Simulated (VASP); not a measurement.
# SnSe (P6/mmm) in VASP: a series of runs, part 3 of 3

VASP 6.6.1. The steps go on from the part before.

## Step 5: Single point, PBE

This run uses another cell than the first one, of 25.85 Å³/atom.

Contents of INCAR:

```
SYSTEM = SnSe
PREC     = Accurate       ! precision mode
ENCUT    = 520            ! plane-wave cutoff, eV
EDIFF    = 1E-6           ! SCF threshold, eV
ISMEAR   = 0              ! smearing method
SIGMA    = 0.1            ! smearing width, eV
LREAL    = .FALSE.        ! projectors in reciprocal space
LASPH    = .TRUE.         ! aspherical terms in the spheres
NELM     = 80             ! most SCF steps
ALGO     = Normal         ! electronic algorithm
ISIF     = 2              ! what is computed and relaxed
LWAVE    = .FALSE.        ! write WAVECAR
LCHARG   = .FALSE.        ! write CHGCAR
GGA      = PE             ! functional
NBANDS   = 17             ! bands
```

Contents of KPOINTS:

```
regular mesh
0
G
  18 18 10
  0 0 0
```

Contents of POSCAR:

```
SnSe
1.0
    3.2231156875      0.0000000000      0.0000000000
   -1.6115578437      2.7913000648      0.0000000000
    0.0000000000      0.0000000000      5.7466285209
Sn Se
1 1
Direct
    0.0000000000      0.0000000000      0.0000000000
    0.0000000000      0.0000000000      0.5000000000
```

Potentials or basis: VASP PAW PBE potentials, release 64 (Sn_d, Se).

On the command line:

```sh
$ cat potpaw_PBE.64/Sn_d/POTCAR potpaw_PBE.64/Se/POTCAR > POTCAR
$ mpirun -np 1 vasp_std > vasp.out
```

OUTCAR:

```text
SYSTEM = SnSe
   PREC = Accurate
   ENCUT = 520
   EDIFF = 1E-6
   ISMEAR = 0
   LREAL = .FALSE.
   LASPH = .TRUE.
   NELM = 80
   ISIF = 2
   GGA = PE

 ion  position               nearest neighbor table
   1  0.000  0.000  0.000-   2 2.87   2 2.87
   2  0.000  0.000  0.500-   1 2.87   1 2.87

  LATTYP: Found a hexagonal cell.
 ALAT       =     3.2231156875
 C/A-ratio  =     1.7829420592

  Lattice vectors:

 A1 = (   3.2231156875,   0.0000000000,   0.0000000000)
 A2 = (  -1.6115578437,   2.7913000648,   0.0000000000)
 A3 = (   0.0000000000,   0.0000000000,   5.7466285209)

Analysis of symmetry for initial positions (statically):
=====================================================================
 Subroutine PRICEL returns:
 Original cell was already a primitive cell.

 Routine SETGRP: Setting up the symmetry group for a
 hexagonal supercell.

 Subroutine GETGRP returns: Found 24 space group operations
 (whereof 24 operations were pure point group operations)
 out of a pool of 24 trial point group operations.

The static configuration has the point symmetry D_6h.

Analysis of symmetry for dynamics (positions and initial velocities):
=====================================================================
 Subroutine PRICEL returns:
 Original cell was already a primitive cell.

 Routine SETGRP: Setting up the symmetry group for a
 hexagonal supercell.

 Subroutine GETGRP returns: Found 24 space group operations
 (whereof 24 operations were pure point group operations)
 out of a pool of 24 trial point group operations.

The dynamic configuration has the point symmetry D_6h.

 Subroutine INISYM returns: Found 24 space group operations
 (whereof 24 operations are pure point group operations),
 and found     1 'primitive' translations

----------------------------------------------------------------------------------------

                                     Primitive cell

  volume of cell :      51.7006
[... 108 lines left out ...]
     AMIX     =   0.40;   BMIX     =  1.00
     AMIX_MAG =   1.60;   BMIX_MAG =  1.00
  volume/ion in A,a.u.               =      25.85       174.45
  Fermi-wavevector in a.u.,A,eV,Ry     =   1.192851  2.254162 19.359652  1.422894
  Thomas-Fermi vector in A             =   2.328880
   LORBIT       =      0    0 simple, 1 ext, 2 COOP (PROOUT), +10 PAW based schemes
   GGA     = PE    functional components
   LHFCALC =     F    Hartree Fock is set to
   AEXX    =    0.0000 exact exchange contribution
   IVDW    =     0    specifies the selected vdW correction
   LEPSILON=     F    determine dielectric tensor
   LRPA    =     F    only Hartree local field effects (RPA)
 non-spin polarized calculation
 Gauss-broadening in eV      SIGMA  =   0.10
  energy-cutoff  :      520.00
  volume of cell :       51.70
 maximum number of plane-waves:      1419
 NGX is ok and might be reduce to    24
   NGX = 11   NGY = 11   NGZ = 21

 number of electron      19.9999998 magnetization

 Free energy of the ion-electron system (eV)
  ---------------------------------------------------
  ext. energy  EPLUGINS =         0.00000000
  ---------------------------------------------------
  free energy    TOTEN  =        -7.07504121 eV

  energy without entropy =       -7.06494618  energy(sigma->0) =       -7.06999370

 E-fermi :   5.9035     XC(G=0):  -9.9623

 val. band max:        5.9033572383   @ k =   0.3333   0.0000   0.2000
 cond. band min:       5.9042871376   @ k =   0.2778   0.1111   0.3000
 fundamental gap:      0.0009298993
 Fermi energy:         5.9034519548

 k-point     1 :       0.0000    0.0000    0.0000
  band No.  band energies     occupation
      1     -15.7526      2.00000
      2     -15.6796      2.00000
      3     -15.6796      2.00000
      4     -15.5732      2.00000
      5     -15.5732      2.00000
      6      -8.2216      2.00000
[... 457 lines left out ...]
      4     -15.5831      2.00000
      5     -15.4919      2.00000
      6      -6.3649      2.00000
[... 9 lines left out ...]
     16      14.9171      0.00000
     17      17.2429      0.00000

 [... further k-points ...]

------------------------ aborting loop because EDIFF is reached ----------------------------------------

  FORCE on cell =-STRESS in cart. coord.  units (eV):
  Direction    XX          YY          ZZ          XY          YZ          ZX
  --------------------------------------------------------------------------------------
  -------------------------------------------------------------------------------------
  Total       -0.0103591     -0.0103591      0.0016634     -0.0000000      0.0000000     -0.0000000
  in kB       -0.3210251     -0.3210251      0.0515494     -0.0000000      0.0000000     -0.0000000
  external PRESSURE =      -0.1968336 kB  Pullay stress =       0.0000000 kB

 VOLUME and BASIS-vectors are now :
 -----------------------------------------------------------------------------
  energy-cutoff  :      520.00
  volume of cell :       51.70
      direct lattice vectors                 reciprocal lattice vectors
     3.223115687  0.000000000  0.000000000     0.310258798  0.179128001  0.000000000
    -1.611557844  2.791300065  0.000000000     0.000000000  0.358256001  0.000000000
     0.000000000  0.000000000  5.746628521     0.000000000  0.000000000  0.174015076

 POSITION                                       TOTAL-FORCE (eV/Angst)
 -----------------------------------------------------------------------------------
      0.00000      0.00000      0.00000         0.000000      0.000000      0.000000
      0.00000      0.00000      2.87331        -0.000000      0.000000      0.000000
 -----------------------------------------------------------------------------------
    total drift:                                0.000000     -0.000000      0.000000

  FREE ENERGIE OF THE ION-ELECTRON SYSTEM (eV)
  ---------------------------------------------------
  free  energy   TOTEN  =        -7.0750412143 eV

  energy  without entropy=       -7.0649461762  energy(sigma->0) =       -7.06999370
```

Run time: 48 s. Hardware: 1 thread of Intel Xeon 6975P-C (Granite Rapids), shared host; peak memory 0.32 GiB.

What came out:

* Free energy: -7.0750 eV
* Pressure: 0.0 GPa
* Band gap on the k mesh: zero (bands 10 and 11 overlap by 3.68 eV)

Caveat: spin-orbit coupling is left out, which moves the levels of the heavy elements.

## Step 6: Relaxation of cell and atoms, PBE

Contents of INCAR:

```
  ALGO = Normal
  EDIFF = 1E-6
  EDIFFG = -0.01
  ENCUT = 600
  GGA = PE
  IBRION = 2
  ISIF = 3
  ISMEAR = 0
  LASPH = True
  LCHARG = False
  LREAL = False
  LWAVE = False
  NELM = 80
  NSW = 100
  PREC = Accurate
  SIGMA = 0.1
```

Contents of KPOINTS:

```
k-points
0
Gamma
  18 18 10
```

Contents of POSCAR:

```
SnSe
1.0
    3.2395070409      0.0000000000      0.0000000000
   -1.6197535204      2.8054953931      0.0000000000
    0.0000000000      0.0000000000      5.6375963792
Sn Se
1 1
Direct
    0.0000000000      0.0000000000      0.0000000000
    0.0000000000      0.0000000000      0.5000000000
```

Potentials or basis: VASP PAW PBE potentials, release 64 (Sn_d, Se).

On the command line:

```sh
$ cat potpaw_PBE.64/Sn_d/POTCAR potpaw_PBE.64/Se/POTCAR > POTCAR
$ mpirun -np 1 vasp_std > vasp.out
```

Wall time 3.1 min (1 thread of Intel Xeon 6975P-C (Granite Rapids), shared host); peak memory 0.37 GiB.

Results (log left out):

* Free energy: -7.0751 eV
* Relaxed volume: 25.88 Å³/atom
* Relaxed cell: a = 3.225 Å, b = 3.225 Å, c = 5.744 Å, α = 90.00°, β = 90.00°, γ = 120.00°
* Space group after relaxing (to 0.1 Å): P6/mmm (No. 191)
* Energy gained by relaxing: 3.8 meV/atom
* Ionic steps: 4
* Pressure after relaxing: 0.0 GPa
* Band gap on the k mesh: zero (bands 10 and 11 overlap by 3.67 eV)

Stress tensor (GPa, compression positive):
```
-0.06  0.00  0.00
 0.00 -0.06  0.00
 0.00  0.00  0.05
```

The path:
| step | energy change (eV) | largest force (eV/Å) | pressure (GPa) | volume (Å³) |
| --- | --- | --- | --- | --- |
| 1 | 0.0000 | 0.0000 | 0.71 | 51.24 |
| 2 | -0.0072 | 0.0000 | -0.31 | 52.07 |
| 3 | -0.0073 | 0.0000 | -0.27 | 52.04 |
| 4 | -0.0077 | 0.0000 | -0.02 | 51.75 |

Final structure:
```
CELL_PARAMETERS angstrom
3.22531 0.00000 0.00000
-1.61266 2.79320 0.00000
0.00000 0.00000 5.74447
ATOMIC_POSITIONS crystal
Sn 0.00000 0.00000 0.00000
Se 0.00000 0.00000 0.50000
```

Levels at points of the mesh, in eV from the Fermi level:
| k point | band 6 | band 7 | band 8 | band 9 | band 10 | band 11 | band 12 | band 13 | band 14 |
| --- | --- | --- | --- | --- | --- | --- | --- | --- | --- |
| (0.00, 0.00, 0.00) | -14.12 | -9.10 | -5.62 | 1.67 | 1.67 | 4.15 | 8.31 | 8.66 | 8.66 |
| (0.50, 0.00, 0.00) | -12.25 | -5.22 | -4.99 | -3.45 | -2.53 | 0.02 | 3.54 | 4.93 | 6.36 |
| (0.00, 0.00, 0.50) | -13.98 | -10.17 | -2.01 | -0.76 | 1.75 | 1.75 | 8.05 | 8.05 | 8.29 |
| (0.50, 0.00, 0.50) | -12.22 | -6.35 | -4.66 | -3.61 | 0.16 | 0.18 | 2.42 | 4.34 | 6.79 |

Caveat: spin-orbit coupling is left out, which moves the levels of the heavy elements.

## Step 7: Overview

| task | cell | k mesh | cutoff (eV) | gap on the mesh (eV) | pressure (GPa) | relaxed volume (Å³/atom) |
| --- | --- | --- | --- | --- | --- | --- |
| single point | a = 3.240, b = 3.240, c = 5.638 Å, angles 90.0, 90.0, 120.0°, 2 atoms | 6 × 6 × 4 | 520 | none | 0.0 | - |
| single point | a = 3.447, b = 3.447, c = 6.501 Å, angles 90.0, 90.0, 120.0°, 2 atoms | 6 × 6 × 4 | 520 | none | -7.1 | - |
| relaxation of cell and atoms | relaxed from a = 3.447, b = 3.447, c = 6.501 Å, angles 90.0, 90.0, 120.0°, 2 atoms | 6 × 6 × 4 | 600 | none | 0.0 | 25.60 |
| single point | a = 3.223, b = 3.223, c = 5.747 Å, angles 90.0, 90.0, 120.0°, 2 atoms | 18 × 18 × 10 | 520 | none | 0.0 | - |
| relaxation of cell and atoms | relaxed from a = 3.240, b = 3.240, c = 5.638 Å, angles 90.0, 90.0, 120.0°, 2 atoms | 18 × 18 × 10 | 600 | none | 0.0 | 25.88 |

Alike in all rows: level PBE; potentials or basis VASP PAW PBE potentials, release 64 (Sn_d, Se); no spin polarisation; smearing gaussian 0.1 eV.

Caveats: some runs use coarse meshes; spin-orbit coupling is left out, which moves the levels of the heavy elements; the cell stands under tension (at least some runs); the volume moved by over 15 % at a fixed basis, so the end points are rough (at least some runs).

Total energies depend on the potentials used, so only differences within one code and one set of settings carry meaning.
